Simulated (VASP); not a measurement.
Wanted: the native input for a VASP 6.6.1 run.

- Task: single point
- Functional: r2SCAN
- Potentials or basis: VASP PAW PBE potentials, release 64 (Si, O)
- Cutoff: 520 eV
- k mesh: 10 × 10 × 10
- Occupations: gaussian, width 0.01 eV
- Spin: no spin polarisation
- Dipole correction: no
- Further INCAR settings: ALGO = Normal; EDIFF = 1e-06; NBANDS = 15

SiO2:

```
CELL_PARAMETERS angstrom
0.00000 2.26417 2.19624
2.26417 0.00000 2.19624
2.26417 2.26417 0.00000
ATOMIC_POSITIONS crystal
Si 0.00000 0.00000 0.00000
O 0.25000 0.25000 0.25000
O 0.75000 0.75000 0.75000
```

This cell differs from its parent crystal: uniaxial z strain -3.0%.

These files were run (other wordings do the same):

POSCAR

```
SiO2
1.0
    0.0000000000      2.2641691178      2.1962440442
    2.2641691178      0.0000000000      2.1962440442
    2.2641691178      2.2641691178      0.0000000000
Si O
1 2
Direct
    0.0000000000      0.0000000000      0.0000000000
    0.2500000000      0.2500000000      0.2500000000
    0.7500000000      0.7500000000      0.7500000000
```

INCAR.step1

```
PREC = Accurate ; ENCUT = 520
ISMEAR = 0 ; SIGMA = 0.01
LREAL = F ; LASPH = T
NELM = 80 ; NBANDS = 15
GGA = PE ; ALGO = Normal
EDIFF = 1E-4 ; LWAVE = T
LCHARG = F
```

INCAR.step2

```
PREC = Accurate ; ENCUT = 520
EDIFF = 1E-6 ; ISMEAR = 0
SIGMA = 0.01 ; LREAL = F
LASPH = T ; NELM = 80
ALGO = Normal ; ISIF = 2
LWAVE = F ; LCHARG = F
METAGGA = R2SCAN ; LMIXTAU = T
NBANDS = 15 ; ISTART = 1
```

KPOINTS

```
Automatic mesh
0
Gamma
  10 10 10
```

Potentials or basis: VASP PAW PBE potentials, release 64 (Si, O).

Launch:

```bash
$ cat potpaw_PBE.64/Si/POTCAR potpaw_PBE.64/O/POTCAR > POTCAR
$ cp INCAR.step1 INCAR
$ mpirun -np 1 vasp_std > vasp.out
$ cp INCAR.step2 INCAR
$ mpirun -np 1 vasp_std > vasp.out
```

It gave:

The pressure is 10.9 GPa and the band gap on the k mesh is 2.02 eV, direct.

Caveat: the cell differs from its parent crystal (uniaxial z strain -3.0%); the PAW data sets were made with another functional, which shifts forces and pressure a little.

It took 54 s on 1 thread of Intel Xeon 6975P-C (shared host), peak memory 0.16 GiB.
